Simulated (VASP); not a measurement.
Wanted: the native input for a VASP 6.6.1 run.

| Quantity | Value |
| --- | --- |
| Task | relaxation of the atoms |
| Functional | PBE |
| Potentials or basis | VASP PAW PBE potentials, release 64 (Mo_sv, Se) |
| Cutoff | 450 eV |
| k mesh | 9 × 9 × 2 |
| Occupations | gaussian, width 0.02 eV |
| Spin | no spin polarisation |
| Dipole correction | no |
| Further INCAR settings | ALGO = Normal; EDIFF = 1e-07; IBRION = 2; EDIFFG = -0.008; NSW = 60 |

The structure of MoSe2 lies in POSCAR:

```
MoSe2
1.0
    3.4205420691      0.0000000000      0.0000000000
   -1.7102710345      2.9622763265      0.0000000000
    0.0000000000      0.0000000000     15.2742738406
Mo Se
2 4
Direct
    0.6666666667      0.3333333333      0.7500000000
    0.3333333333      0.6666666667      0.2500000000
    0.3333333333      0.6666666667      0.8597476050
    0.6666666667      0.3333333333      0.3597476050
    0.3333333333      0.6666666667      0.6402523950
    0.6666666667      0.3333333333      0.1402523950
```

This cell differs from its parent crystal: equal strain along all axes, cell held: +3.0 %.

These files were run (other wordings do the same):

INCAR

```
ALGO     = Normal         # electronic algorithm
EDIFF    = 1E-7           # SCF threshold, eV
EDIFFG   = -0.008         # ionic threshold
ENCUT    = 450            # plane-wave cutoff, eV
GGA      = PE             # functional
GGA_COMPAT= F            
IBRION   = 2              # ionic algorithm
ISIF     = 2              # what is computed and relaxed
ISMEAR   = 0              # smearing method
LASPH    = T              # aspherical terms in the spheres
LCHARG   = F              # write CHGCAR
LREAL    = F              # projectors in reciprocal space
LWAVE    = F              # write WAVECAR
NELM     = 120            # most SCF steps
NELMIN   = 4            
NSW      = 60             # ionic steps
PREC     = Accurate       # precision mode
SIGMA    = 0.02           # smearing width, eV
```

KPOINTS

```
k-points
0
Gamma
  9 9 2
```

Potentials or basis: VASP PAW PBE potentials, release 64 (Mo_sv, Se).

Launch:

```sh
$ cat potpaw_PBE.64/Mo_sv/POTCAR potpaw_PBE.64/Se/POTCAR > POTCAR
$ mpirun -np 1 vasp_std > vasp.out
```

It gave:

- Energy gained by relaxing: 7.5 meV/atom
- Ionic steps: 3
- Pressure after relaxing: -3.2 GPa
- Band gap on the k mesh: 0.92 eV (least direct gap 1.17 eV)

Caveat: the cell differs from its parent crystal (equal strain along all axes, cell held: +3.0 %); an odd mesh through Γ misses points on the zone boundary, where band edges can lie; this functional lacks dispersion, which binds the layers, so the pressure and a relaxed spacing across them are unreliable.

Run time: 5.2 min on 1 thread of Intel Xeon 8259CL, with other jobs on the host, peak memory 0.28 GiB.
